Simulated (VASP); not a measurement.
Input of a VASP 6.6.1 run:

INCAR

```
SYSTEM = FeS2
PREC     = Accurate       ! precision mode
ENCUT    = 600            ! plane-wave cutoff, eV
EDIFF    = 1E-6           ! SCF threshold, eV
ISMEAR   = 0              ! smearing method
SIGMA    = 0.02           ! smearing width, eV
LREAL    = .FALSE.        ! projectors in reciprocal space
LASPH    = .TRUE.         ! aspherical terms in the spheres
NELM     = 120            ! most SCF steps
ALGO     = Normal         ! electronic algorithm
ISIF     = 2              ! what is computed and relaxed
LWAVE    = .FALSE.        ! write WAVECAR
LCHARG   = .TRUE.         ! write CHGCAR
GGA      = PS             ! functional
LELF     = .TRUE.         ! ELF
LVHAR    = .TRUE.       
NBANDS   = 29             ! bands
GGA_COMPAT= .FALSE.
```

KPOINTS

```
regular mesh
0
G
  6 6 8
  0 0 0
```

The input POSCAR:

```
FeS2
1.0
    4.3674117449      0.0000000000      0.0000000000
    0.0000000000      5.3331402397      0.0000000000
    0.0000000000      0.0000000000      3.3778644559
Fe S
2 4
Direct
    0.5000000000      0.5000000000      0.5000000000
    0.0000000000      0.0000000000      0.0000000000
    0.2919052605      0.8745041085      0.5000000000
    0.7080947395      0.1254958915      0.5000000000
    0.2080947395      0.3745041085      0.0000000000
    0.7919052605      0.6254958915      0.0000000000
```

Potentials or basis: VASP PAW PBE potentials, release 64 (Fe, S).

Run with:

```console
$ cat potpaw_PBE.64/Fe/POTCAR potpaw_PBE.64/S/POTCAR > POTCAR
$ mpirun -np 1 vasp_std > vasp.out
```

Question: Predict the pressure.

Answer: -1.1 GPa.

Question: Estimate the largest force.

Answer: 0.051 eV/Å.

Question: What does it give for the band gap on the k mesh?

Answer: 0.93 eV (least direct gap 1.26 eV).

Forces in eV/Å, atoms in the order of the input:
```
Fe   0.000  0.000  0.000
Fe   0.000  0.000  0.000
S    0.044  0.024  0.000
S   -0.044 -0.024  0.000
S   -0.044  0.024  0.000
S    0.044 -0.024  0.000
```

Caveat: the cell differs from its parent crystal (strain along c alone, the other axes held: +1.0 %, then relaxed in part); the PAW data sets were made with another functional, which shifts forces and pressure a little. Spin polarisation is off, so any magnetic state and its effect on volume and gap are missing.
